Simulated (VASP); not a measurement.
Runs of VASP 6.6.1 on GaP. The structure is that of space group F-43m (No. 216), or close to it. The cells are those of the table. 

```tsv
task	level	cell	k mesh	cutoff (eV)	gap on the mesh (eV)	pressure (GPa)	relaxed volume (Å³/atom)
single point	PBEsol	a = 3.846 Å, angles 60.0°, 2 atoms	8 × 8 × 8	500	1.50	-0.1	-
relaxation of cell and atoms	r2SCAN+rVV10	relaxed from a = 3.846 Å, angles 60.0°, 2 atoms	8 × 8 × 8	550	1.84	0.0	20.06
relaxation of cell and atoms	PBEsol	relaxed from a = 3.684 Å, angles 60.0°, 2 atoms	8 × 8 × 8	500	1.50	-0.1	20.09
single point	r2SCAN+rVV10	a = 3.844 Å, angles 60.0°, 2 atoms	10 × 10 × 10	550	(a)	-0.1	-
single point	r2SCAN+rVV10	a = 3.844 Å, angles 60.0°, 2 atoms	8 × 8 × 8	550	1.84	-0.1	-
```

Alike in all rows: potentials or basis VASP PAW PBE potentials, release 64 (Ga_d, P); no spin polarisation; smearing fermi-dirac 0.03 eV.

**Question.** Fill in the values left out.

**Answer.** (a) 1.81.

Caveats: the PAW data sets were made with another functional, which shifts forces and pressure a little.

A k mesh can miss the band edges, and the runs leave out spin-orbit coupling on Ga.
